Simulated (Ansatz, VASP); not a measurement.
**Two plane-wave programs on Pt**

```
Pt
1.0
     0.00000    1.97306    1.97306
     1.97306    0.00000    1.97306
     1.97306    1.97306    0.00000
Pt
1
Direct
  0.00000 0.00000 0.00000
```

Alike in both runs: task single point; functional LDA; k mesh 23 × 23 × 23; occupations fermi-dirac, width 0.1 eV; no spin polarisation.

|  | VASP | Ansatz |
| --- | --- | --- |
| version | VASP 6.6.1 | Ansatz 0.2.0 |
| potentials or method | VASP PAW LDA potentials, release 64 (Pt), cutoff 520 eV | plane waves (420 eV) with PAW, scalar-relativistic |
| valence electrons in the cell | 10 | 18 |

```csv
,VASP,Ansatz,Ansatz less VASP
pressure (GPa),-10.0,-10.7,-0.64
```

Ansatz warns that its potentials were made for another functional, while VASP's fit it. LDA's correlation is that of Perdew and Zunger in VASP and of Perdew and Wang (1992) in Ansatz. VASP's potentials hold 10 valence electrons a cell and Ansatz's 18, so a difference there can come from the potentials and not from the codes.

Spin-orbit coupling is off throughout.
